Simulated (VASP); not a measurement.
# NaCl (P4/mmm) in VASP: further runs, part 2 of 2

VASP 6.6.1.

## 5. Single point, r2SCAN (biaxial xy strain +1.1%)

Input file POSCAR:

```
NaCl
1.0
    3.4993305656      0.0000000000      0.0000000000
    0.0000000000      3.4993305656      0.0000000000
    0.0000000000      0.0000000000      3.4595457890
Na Cl
1 1
Direct
    0.0000000000      0.0000000000      0.0000000000
    0.5000000000      0.5000000000      0.5000000000
```

Input file INCAR.step1:

```
SYSTEM = NaCl
PREC = Accurate
ENCUT = 520
ISMEAR = 0
SIGMA = 0.01
LREAL = .FALSE.
LASPH = .TRUE.
NELM = 100
NBANDS = 14
GGA = PE
ALGO = Normal
EDIFF = 1E-4
LWAVE = .TRUE.
LCHARG = .FALSE.
```

Input file INCAR.step2:

```
SYSTEM = NaCl
PREC = Accurate
ENCUT = 520
EDIFF = 1E-7
ISMEAR = 0
SIGMA = 0.01
LREAL = .FALSE.
LASPH = .TRUE.
NELM = 100
ALGO = Normal
ISIF = 2
LWAVE = .FALSE.
LCHARG = .TRUE.
METAGGA = R2SCAN
LMIXTAU = .TRUE.
LELF = .TRUE.
LVHAR = .TRUE.
NBANDS = 14
ISTART = 1
```

Input file KPOINTS:

```
Automatic mesh
0
G
  8 8 8
  0 0 0
```

Potentials or basis: VASP PAW PBE potentials, release 64 (Na_pv, Cl).

Started as:

```console
> cat potpaw_PBE.64/Na_pv/POTCAR potpaw_PBE.64/Cl/POTCAR > POTCAR
> cp INCAR.step1 INCAR
> mpirun -np 1 vasp_std > vasp.out
> cp INCAR.step2 INCAR
> mpirun -np 1 vasp_std > vasp.out
```

OUTCAR:

```text
SYSTEM = NaCl
   PREC = Accurate
   ENCUT = 520
   EDIFF = 1E-7
   ISMEAR = 0
   LREAL = .FALSE.
   LASPH = .TRUE.
   NELM = 100
   ISIF = 2
   METAGGA = R2SCAN
   ISTART = 1

 ion  position               nearest neighbor table
   1  0.000  0.000  0.000-
   2  0.500  0.500  0.500-

  LATTYP: Found a simple tetragonal cell.
 ALAT       =     3.4993305656
 C/A-ratio  =     0.9886307464

  Lattice vectors:

 A1 = (   3.4993305656,   0.0000000000,   0.0000000000)
 A2 = (   0.0000000000,   3.4993305656,   0.0000000000)
 A3 = (   0.0000000000,   0.0000000000,   3.4595457890)

Analysis of symmetry for initial positions (statically):
=====================================================================
 Subroutine PRICEL returns:
 Original cell was already a primitive cell.

 Routine SETGRP: Setting up the symmetry group for a
 simple tetragonal supercell.

 Subroutine GETGRP returns: Found 16 space group operations
 (whereof 16 operations were pure point group operations)
 out of a pool of 16 trial point group operations.

The static configuration has the point symmetry D_4h.

Analysis of symmetry for dynamics (positions and initial velocities):
=====================================================================
 Subroutine PRICEL returns:
 Original cell was already a primitive cell.

 Routine SETGRP: Setting up the symmetry group for a
 simple tetragonal supercell.

 Subroutine GETGRP returns: Found 16 space group operations
 (whereof 16 operations were pure point group operations)
 out of a pool of 16 trial point group operations.

The dynamic configuration has the point symmetry D_4h.

 Subroutine INISYM returns: Found 16 space group operations
 (whereof 16 operations are pure point group operations),
 and found     1 'primitive' translations

----------------------------------------------------------------------------------------

                                     Primitive cell

  volume of cell :      42.3632

  direct lattice vectors                    reciprocal lattice vectors
     3.499330566  0.000000000  0.000000000     0.285768944  0.000000000  0.000000000
     0.000000000  3.499330566  0.000000000     0.000000000  0.285768944  0.000000000
     0.000000000  0.000000000  3.459545789     0.000000000  0.000000000  0.289055287

  length of vectors
     3.499330566  3.499330566  3.459545789     0.285768944  0.285768944  0.289055287

  position of ions in fractional coordinates (direct lattice)
     0.000000000  0.000000000  0.000000000
     0.500000000  0.500000000  0.500000000

  ion indices of the primitive-cell ions
   primitive index   ion index
                 1           1
                 2           2

----------------------------------------------------------------------------------------

 KPOINTS: Automatic mesh

Automatic generation of k-mesh.
 Grid dimensions read from file:
 generate k-points for:    8    8    8

 Generating k-lattice:

[... 23 lines left out ...]
  0.125000  0.125000  0.000000      4.000000
[... 16 lines left out ...]
  0.375000  0.125000  0.125000     16.000000
  0.500000  0.125000  0.125000      8.000000
 [... further k-points ...]
   k-points           NKPTS =     75   k-points in BZ     NKDIM =     75   number of bands    NBANDS=     14
   number of dos      NEDOS =    301   number of ions     NIONS =      2
   total plane-waves  NPLWV =  21952
   dimension x,y,z NGX =    28 NGY =   28 NGZ =   28
   dimension x,y,z NGXF=    56 NGYF=   56 NGZF=   56
   ions per type =               1   1
   NGX,Y,Z   is equivalent  to a cutoff of  13.30, 13.30, 13.46 a.u.
   NGXF,Y,Z  is equivalent  to a cutoff of  26.60, 26.60, 26.91 a.u.
 SYSTEM =  NaCl
   PREC   = accura    normal or accurate (medium, high low for compatibility)
   ISTART =      1    job   : 0-new  1-cont  2-samecut
   ICHARG =      0    charge: 1-file 2-atom 10-const
   ISPIN  =      1    spin polarized calculation?
   LNONCOLLINEAR =      F non collinear calculations
   LSORBIT =      F    spin-orbit coupling
   LASPH  =      T    aspherical Exc in radial PAW
   ENCUT  =  520.0 eV  38.22 Ry    6.18 a.u.   6.51  6.51  6.43*2*pi/ulx,y,z
   NELM   =    100;   NELMIN=  2; NELMDL=  0     # of ELM steps
   EDIFF  = 0.1E-06   stopping-criterion for ELM
   LREAL  =      F    real-space projection
   EDIFFG = 0.1E-05   stopping-criterion for IOM
   NSW    =      0    number of steps for IOM
   IBRION =     -1    ionic relax: 0-MD 1-quasi-New 2-CG
   NFREE  =      0    steps in history (QN), initial steepest desc. (CG)
   ISIF   =      2    stress and relaxation
   ISYM   =      2    0-nonsym 1-usesym 2-fastsym
   POTIM  = 0.5000    time-step for ionic-motion
   TEBEG  =    0.0;   TEEND  =   0.0 temperature during run
   PSTRESS=    0.0 pullay stress
   NELECT =      14.0000    total number of electrons
   NUPDOWN=      -1.0000    fix difference up-down
   EMIN   =  10.00;   EMAX   =-10.00  energy-range for DOS
   EFERMI =   0.00;   METHOD = LEGACY
   ISMEAR =     0;   SIGMA  =   0.01  broadening in eV -4-tet -1-fermi 0-gaus
   EFERMI_NEDOS =   21; number of points for ismear=-14 and -15
   IALGO  =     38    algorithm
   IMIX   =      4    mixing-type and parameters
     AMIX     =   0.40;   BMIX     =  1.00
     AMIX_MAG =   1.60;   BMIX_MAG =  1.00
  volume/ion in A,a.u.               =      21.18       142.94
  Fermi-wavevector in a.u.,A,eV,Ry     =   1.131847  2.138881 17.430128  1.281078
  Thomas-Fermi vector in A             =   2.268547
   LORBIT       =      0    0 simple, 1 ext, 2 COOP (PROOUT), +10 PAW based schemes
   METAGGA = R2SCAN    functional components
   LHFCALC =     F    Hartree Fock is set to
   AEXX    =    0.0000 exact exchange contribution
   IVDW    =     0    specifies the selected vdW correction
   LEPSILON=     F    determine dielectric tensor
   LRPA    =     F    only Hartree local field effects (RPA)
 non-spin polarized calculation
 Gauss-broadening in eV      SIGMA  =   0.01
  energy-cutoff  :      520.00
  volume of cell :       42.36
 maximum number of plane-waves:      1157
 NGX is ok and might be reduce to    28
   NGX = 13   NGY = 13   NGZ = 13

 number of electron      13.9999988 magnetization

 Free energy of the ion-electron system (eV)
  ---------------------------------------------------
  ext. energy  EPLUGINS =         0.00000000
  ---------------------------------------------------
  free energy    TOTEN  =       -13.46144094 eV

  energy without entropy =      -13.46144094  energy(sigma->0) =      -13.46144094

 E-fermi :   0.2711     XC(G=0):  -8.9659

 val. band max:        0.1824193167   @ k =   0.5000   0.5000   0.0000
 cond. band min:       4.9968742758   @ k =   0.0000   0.0000   0.0000
 fundamental gap:      4.8144549590
 Fermi energy:         0.2711361814

 k-point     1 :       0.0000    0.0000    0.0000
  band No.  band energies     occupation
      1     -22.6815      2.00000
      2     -22.6796      2.00000
      3     -22.6796      2.00000
      4     -13.8776      2.00000
      5      -0.4161      2.00000
      6      -0.4161      2.00000
      7      -0.3139      2.00000
      8       4.9969      0.00000
      9       9.2445      0.00000
     10       9.3594      0.00000
     11      16.7351      0.00000
     12      16.9155      0.00000
     13      16.9155      0.00000
     14      17.1549      0.00000
[... 377 lines left out ...]
      1     -22.7159      2.00000
      2     -22.6831      2.00000
      3     -22.6804      2.00000
      4     -13.4285      2.00000
      5      -2.7153      2.00000
      6      -0.5194      2.00000
      7      -0.4158      2.00000
      8       8.7696      0.00000
      9       8.9233      0.00000
     10      10.8679      0.00000
     11      12.0881      0.00000
     12      13.8310      0.00000
     13      15.1984      0.00000
     14      16.3801      0.00000

 [... further k-points ...]

------------------------ aborting loop because EDIFF is reached ----------------------------------------

  FORCE on cell =-STRESS in cart. coord.  units (eV):
  Direction    XX          YY          ZZ          XY          YZ          ZX
  --------------------------------------------------------------------------------------
  -------------------------------------------------------------------------------------
  Total       -0.3194737     -0.3194737     -0.0612273      0.0000000      0.0000000      0.0000000
  in kB      -12.0824962    -12.0824962     -2.3156156      0.0000000      0.0000000      0.0000000
  external PRESSURE =      -8.8268693 kB  Pullay stress =       0.0000000 kB

 VOLUME and BASIS-vectors are now :
 -----------------------------------------------------------------------------
  energy-cutoff  :      520.00
  volume of cell :       42.36
      direct lattice vectors                 reciprocal lattice vectors
     3.499330566  0.000000000  0.000000000     0.285768944  0.000000000  0.000000000
     0.000000000  3.499330566  0.000000000     0.000000000  0.285768944  0.000000000
     0.000000000  0.000000000  3.459545789     0.000000000  0.000000000  0.289055287

 POSITION                                       TOTAL-FORCE (eV/Angst)
 -----------------------------------------------------------------------------------
      0.00000      0.00000      0.00000         0.000000      0.000000      0.000000
      1.74967      1.74967      1.72977         0.000000      0.000000      0.000000
 -----------------------------------------------------------------------------------
    total drift:                               -0.000000      0.000000      0.000000

  FREE ENERGIE OF THE ION-ELECTRON SYSTEM (eV)
  ---------------------------------------------------
  free  energy   TOTEN  =       -13.4614409353 eV

  energy  without entropy=      -13.4614409353  energy(sigma->0) =      -13.46144094
```

Wall time 2.1 min (1 thread of Intel Xeon 6975P-C (Granite Rapids), shared host); peak memory 0.17 GiB.

What came out:

```
Free energy            : -13.4614 eV
Pressure               : -0.9 GPa
Band gap on the k mesh : 4.81 eV, indirect (least direct gap 5.31 eV)
```

Levels at points of the mesh, in eV from the valence-band top:
```
           k point  band 4  band 5  band 6  band 7  band 8  band 9  band 10  band 11
(0.00, 0.00, 0.00)  -14.06   -0.60   -0.60   -0.50    4.81    9.06     9.18    16.55
(0.50, 0.00, 0.00)  -13.69   -3.07   -0.36   -0.26    7.71    9.55    11.22    12.54
(0.50, 0.50, 0.00)  -13.41   -2.41   -2.41    0.00    6.16   10.71    12.01    12.01
(0.00, 0.00, 0.50)  -13.67   -3.07   -0.34   -0.34    7.67    9.62    11.20    12.57
(0.50, 0.00, 0.50)  -13.39   -2.42   -2.38   -0.07    6.22   10.59    11.92    12.03
(0.50, 0.50, 0.50)  -13.10   -2.01   -1.98   -1.98    7.70    7.70     7.70    13.05
```

Caveat: the cell differs from its parent crystal (biaxial xy strain +1.1%); the PAW data sets were made with another functional, which shifts forces and pressure a little.

## 6. Summary

```csv
level,cell,smearing,gap on the mesh (eV),pressure (GPa)
PBE,"a = 3.288, b = 3.288, c = 3.474 Å, 2 atoms",fermi-dirac 0.02 eV,4.28,5.0
PBE,"a = 3.499, b = 3.499, c = 3.460 Å, 2 atoms",fermi-dirac 0.02 eV,3.98,0.4
r2SCAN,"a = 3.288, b = 3.288, c = 3.474 Å, 2 atoms",gaussian 0.01 eV,5.14,3.3
r2SCAN,"a = 3.499, b = 3.499, c = 3.460 Å, 2 atoms",gaussian 0.01 eV,4.81,-0.9
```

Alike in all rows: task single point; potentials or basis VASP PAW PBE potentials, release 64 (Na_pv, Cl); no spin polarisation; k mesh 8 × 8 × 8; cutoff (eV) 520.

Caveats: the PAW data sets were made with another functional, which shifts forces and pressure a little (some runs).

Total energies depend on the potentials used, so only differences within one code and one set of settings carry meaning.
